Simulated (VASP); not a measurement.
BaTiO3:

```
Ba Ti O
1.0
     3.99980    0.00000    0.00000
     0.00000    3.99980    0.00000
     0.00000    0.00000    4.01800
Ba Ti O
1 1 3
Direct
  0.00000 0.00000 0.00000
  0.50000 0.50000 0.49000
  0.50000 0.50000 0.01900
  0.50000 0.00000 0.51700
  0.00000 0.50000 0.51700
```

```yaml
Program: VASP 6.6.1
Task: relaxation of cell and atoms
Functional: r2SCAN
Potentials_or_basis: VASP PAW PBE potentials, release 64 (Ba_sv, Ti_sv, O)
Cutoff: 600 eV
k_mesh: 8 × 8 × 8
Occupations: gaussian, width 0.02 eV
Spin: no spin polarisation
```

At the start: pressure 1.0 GPa; volume 12.86 Å³/atom.

**Question.** Where does the relaxation end?

**Answer.** Over 14 steps the energy falls by 3.6 meV/atom and the volume is 13.08 Å³/atom (+1.8 %); space group P4mm (No. 99, to 0.1 Å) before and after.

The path:
```tsv
step	energy change (eV)	largest force (eV/Å)	pressure (GPa)	volume (Å³)
1	0.0000	0.3060	1.03	64.28
2	-0.0075	0.2252	-0.78	65.05
3	-0.0077	0.2138	-1.05	65.18
4	-0.0125	0.1156	0.00	64.98
5	-0.0127	0.0977	0.21	64.94
6	-0.0145	0.0782	0.19	65.02
7	-0.0165	0.1012	0.21	65.20
8	-0.0165	0.1077	0.21	65.23
9	-0.0174	0.0723	-0.27	65.48
10	-0.0174	0.0659	-0.36	65.53
11	-0.0178	0.0607	0.20	65.38
12	-0.0178	0.0497	0.06	65.42
13	-0.0179	0.0163	-0.01	65.42
14	-0.0179	0.0041	0.01	65.42
```

Final structure:
```
Ba Ti O
1.0
     3.98715    0.00000    0.00000
     0.00000    3.98715    0.00000
     0.00000    0.00000    4.11526
Ba Ti O
1 1 3
Direct
  0.00000 0.00000 0.99725
  0.50000 0.50000 0.47918
  0.50000 0.50000 0.03308
  0.50000 0.00000 0.51674
  0.00000 0.50000 0.51674
```

Caveat: the PAW data sets were made with another functional, which shifts forces and pressure a little.
